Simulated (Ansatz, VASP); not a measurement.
Two plane-wave programs on SrO

```
Sr O
1.0
     0.00000    2.56630    2.56630
     2.56630    0.00000    2.56630
     2.56630    2.56630    0.00000
Sr O
1 1
Direct
  0.50000 0.50000 0.50000
  0.00000 0.00000 0.00000
```

Alike in both runs: task relaxation of cell and atoms; functional r2SCAN; k mesh 14 × 14 × 14; occupations fermi-dirac, width 0.1 eV; no spin polarisation.

|  | VASP | Ansatz |
| --- | --- | --- |
| version | VASP 6.6.1 | Ansatz 0.2.0 |
| potentials or method | VASP PAW PBE potentials, release 64 (Sr_sv, O) | PAW with Ansatz's default frozen-core files, scalar-relativistic |
| plane-wave cutoff (eV) | 600 | 500 |
| valence electrons in the cell | 16 | 16 |

|  | VASP | Ansatz | Ansatz less VASP |
| --- | --- | --- | --- |
| gap on the k mesh at the Fermi level, each at its own relaxed structure (eV) | 3.75 | 3.80 | +0.048 |
| relaxed volume (Å³/atom) | 17.25 | 17.18 | -0.073 |
| relaxed cell length with the largest relative difference (Å) | 3.654 | 3.649 | -0.0052 |

VASP's potentials were made for PBE, not for r2SCAN.
